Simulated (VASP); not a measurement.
Write the native input for VASP 6.6.1 that does the following.

```yaml
Task: single point
Functional: PBE
Potentials_or_basis: VASP PAW PBE potentials, release 64 (Si, C)
Cutoff: 600 eV
k_mesh: 4 × 4 × 4
Occupations: gaussian, width 0.1 eV
Spin: collinear spin, ferromagnetic start
Starting_moments: "[0.0, 0.0, 0.0, 1.0, 1.0] μB"
Dipole_correction: no
Further_INCAR_settings: ALGO = Normal; EDIFF = 1e-06; NBANDS = 22
```

The structure of Si3C2 lies in POSCAR:

```
Si3C2
1.0
    4.2355113100      0.0000000000      0.0000000000
    0.0000000000      4.2355113100      0.0000000000
    0.0000000000      0.0000000000      4.2355113100
Si C
3 2
Direct
    0.0000000000      0.5000000000      0.5000000000
    0.5000000000      0.0000000000      0.5000000000
    0.5000000000      0.5000000000      0.0000000000
    0.5000000000      0.5000000000      0.5000000000
    0.0000000000      0.0000000000      0.0000000000
```

These files were run (other wordings do the same):

INCAR

```
SYSTEM = Si3C2
  ALGO = Normal
  EDIFF = 1E-6
  ENCUT = 600
  GGA = PE
  GGA_COMPAT = .FALSE.
  ISIF = 2
  ISMEAR = 0
  ISPIN = 2
  LASPH = .TRUE.
  LCHARG = .TRUE.
  LELF = .TRUE.
  LORBIT = 11
  LREAL = .FALSE.
  LVHAR = .TRUE.
  LWAVE = .FALSE.
  MAGMOM = 0 0 0 1 1
  NBANDS = 22
  NELM = 200
  PREC = Accurate
  SIGMA = 0.1
```

KPOINTS

```
k-points
0
G
  4 4 4
  0 0 0
```

Potentials or basis: VASP PAW PBE potentials, release 64 (Si, C).

The run is started by

```console
$ cat potpaw_PBE.64/Si/POTCAR potpaw_PBE.64/C/POTCAR > POTCAR
$ mpirun -np 1 vasp_std > vasp.out
```

It gave:

```json
{"Pressure": "-12.4 GPa", "Band gap on the k mesh": "zero (filled and empty bands overlap)", "Net moment": "0.00 μB per cell", "Valence electrons inside the program's atomic spheres": "Si 1.48; C 2.32, 2.00"}
```

Caveat: the k points lie up to 0.37 Å⁻¹ apart.

It took 38 s on 1 thread of AMD EPYC 7R43 64-Core Processor (Zen 3), on a shared host, peak memory 0.2 GiB.
